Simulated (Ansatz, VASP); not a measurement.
## Ta in VASP and in Ansatz

File INCAR:

```
PREC = Accurate
ENCUT = 520
EDIFF = 1E-6
ISMEAR = 0
SIGMA = 0.15
LREAL = F
LASPH = T
NELM = 80
ALGO = Fast
ISIF = 2
LWAVE = F
LCHARG = T
GGA = PE
LELF = T
LVHAR = T
NBANDS = 12
```

KPOINTS

```
Automatic mesh
0
Gamma
  20 20 20
```

The input POSCAR:

```
Ta
1.0
   -1.7255876000      1.7255876000      1.6512800000
    1.7255876000     -1.7255876000      1.6512800000
    1.7255876000      1.7255876000     -1.6512800000
Ta
1
Direct
    0.0000000000      0.0000000000      0.0000000000
```

Input for Ansatz:

```yaml
crystal:
  lattice:
    - [-1.7255876, 1.7255876, 1.65128]
    - [1.7255876, -1.7255876, 1.65128]
    - [1.7255876, 1.7255876, -1.65128]
  atoms:
    - { symbol: Ta, position: [0.0, 0.0, 0.0] }
basis:
  ecutwfc: 420
kpoints:
  mp_grid: { grid: [20, 20, 20] }
hamiltonian:
  xc: pbe
scf:
  occupations: { method: gaussian, width: 0.15 }
output:
  forces: true
  stress: true
  eigenvalues: true
```

Change from the starting cell: strain +0.0450 x Voigt [1, 1, 0, 0, 0, 0], atoms carried along.

Alike in both runs: task single point; functional PBE; k mesh 20 × 20 × 20; occupations gaussian, width 0.15 eV; no spin polarisation.

|  | VASP | Ansatz |
| --- | --- | --- |
| version | VASP 6.6.1 | Ansatz 0.2.0 |
| potentials or method | VASP PAW PBE potentials, release 64 (Ta_pv), cutoff 520 eV | scalar-relativistic, plane waves, PAW |
| valence electrons in the cell | 11 | 13 |

|  | VASP | Ansatz | Ansatz less VASP |
| --- | --- | --- | --- |
| gap on the k mesh at the Fermi level (eV) | none | none | - |
| pressure (GPa) | -12.2 | -12.2 | 0.00 |
| traceless stress, the component that is largest in VASP (GPa) | 2.25 | 2.25 | +0.004 |

A gap of «none» marks a metal or a gap that the smearing closes. VASP's potentials hold 11 valence electrons a cell and Ansatz's 13, so a difference there can come from the potentials and not from the codes.

Neither program's run includes spin-orbit coupling.
